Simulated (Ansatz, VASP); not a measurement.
## One calculation of HfC, two programs

Contents of INCAR:

```
SYSTEM = HfC
ALGO = Normal
EDIFF = 1E-8
ENCUT = 520
GGA = PE
ISIF = 2
ISMEAR = -1
LASPH = .TRUE.
LCHARG = .FALSE.
LEFG = .TRUE.
LREAL = .FALSE.
LWAVE = .FALSE.
NBANDS = 14
NELM = 60
PREC = Accurate
SIGMA = 0.05
```

Contents of KPOINTS:

```
k-points
0
G
  15 15 15
  0 0 0
```

File POSCAR:

```
HfC
1.0
    0.0000000000      2.3426361566      2.2901250000
    2.3426361566      0.0000000000      2.2901250000
    2.3426361566      2.3426361566      0.0000000000
Hf C
1 1
Direct
    0.5000000000      0.5000000000      0.5000000000
    0.0000000000      0.0000000000      0.0000000000
```

Input for Ansatz:

```yaml
crystal:
  lattice:
    - [0.0, 2.3426361566, 2.290125]
    - [2.3426361566, 0.0, 2.290125]
    - [2.3426361566, 2.3426361566, 0.0]
  atoms:
    - { symbol: Hf, position: [0.5, 0.5, 0.5] }
    - { symbol: C, position: [0.0, 0.0, 0.0] }
kpoints:
  mp_grid: { grid: [15, 15, 15] }
scf:
  occupations: { method: fermi_dirac, width: 0.05 }
hamiltonian:
  xc: pbe
  pseudopotentials: { kind: paw }
output:
  forces: true
  stress: true
  eigenvalues: true
  efg: { contact_densities: true }
  write_density: true
  write_potential: true
  elf: true
  volumetric_format: npy
```

Change from the starting cell: z stretched by -1.5 % at fixed volume, PAW files.

Alike in both runs: task electric field gradients; functional PBE; k mesh 15 × 15 × 15; occupations fermi-dirac, width 0.05 eV; no spin polarisation.

```csv
,VASP,Ansatz
version,VASP 6.6.1,Ansatz 0.2.0
potentials or method,"VASP PAW PBE potentials, release 64 (Hf_pv, C)","PAW with Ansatz's default frozen-core files, scalar-relativistic"
plane-wave cutoff (eV),520,420
valence electrons in the cell,14,30
```

|  | VASP | Ansatz | Ansatz less VASP |
| --- | --- | --- | --- |
| pressure (GPa) | -0.2 | 0.4 | +0.64 |
| traceless stress, the component that is largest in VASP (GPa) | 6.18 | 6.10 | -0.074 |
| size of Vzz on the site where it differs most (V/Å²) | 71.3 | 84.9 | +13.65 |

VASP's potentials hold 14 valence electrons a cell and Ansatz's 30, so a difference there can come from the potentials and not from the codes.

Spin-orbit coupling is off throughout.
